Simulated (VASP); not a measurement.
Set up this calculation in VASP 6.6.1, as the native input.

```
Task                   : single point
Functional             : PBE
Potentials or basis    : VASP PAW PBE potentials, release 64 (K_sv, Os)
Cutoff                 : 520 eV
k mesh                 : 6 × 6 × 4
Occupations            : gaussian, width 0.1 eV
Spin                   : no spin polarisation
Dipole correction      : no
Further INCAR settings : ALGO = Fast; EDIFF = 1e-06; NBANDS = 16
```

The structure of KOs lies in POSCAR:

```
KOs
1.0
    4.0603306300      0.0000000000      0.0000000000
   -2.0301653100      3.5163494700      0.0000000000
    0.0000000000      0.0000000000      5.7716871900
K Os
1 1
Direct
    0.3333333300      0.6666666700      0.5000000000
    0.0000000000      0.0000000000      0.0000000000
```

The cell was generated, and may not be a known phase.

These files were run (other wordings do the same):

INCAR

```
SYSTEM = KOs
PREC = Accurate ; ENCUT = 520
EDIFF = 1E-6 ; ISMEAR = 0
SIGMA = 0.1 ; LREAL = .FALSE.
LASPH = .TRUE. ; NELM = 100
ALGO = Fast ; ISIF = 2
LWAVE = .FALSE. ; LCHARG = .TRUE.
GGA = PE ; LELF = .TRUE.
LVHAR = .TRUE. ; NBANDS = 16
```

KPOINTS

```
regular mesh
0
G
  6 6 4
  0 0 0
```

Potentials or basis: VASP PAW PBE potentials, release 64 (K_sv, Os).

Command:

```bash
$ cat potpaw_PBE.64/K_sv/POTCAR potpaw_PBE.64/Os/POTCAR > POTCAR
$ mpirun -np 1 vasp_std > vasp.out
```

Results of the run:

- Pressure: -7.1 GPa
- Band gap on the k mesh: zero (an odd number of electrons rules out a gap without spin polarisation)

Caveat: the cell stands under tension; spin-orbit coupling is left out, which moves the levels of the heavy elements.

Run time: 54 s on 1 thread of Intel Xeon 8259CL, on a shared host, peak memory 0.21 GiB.
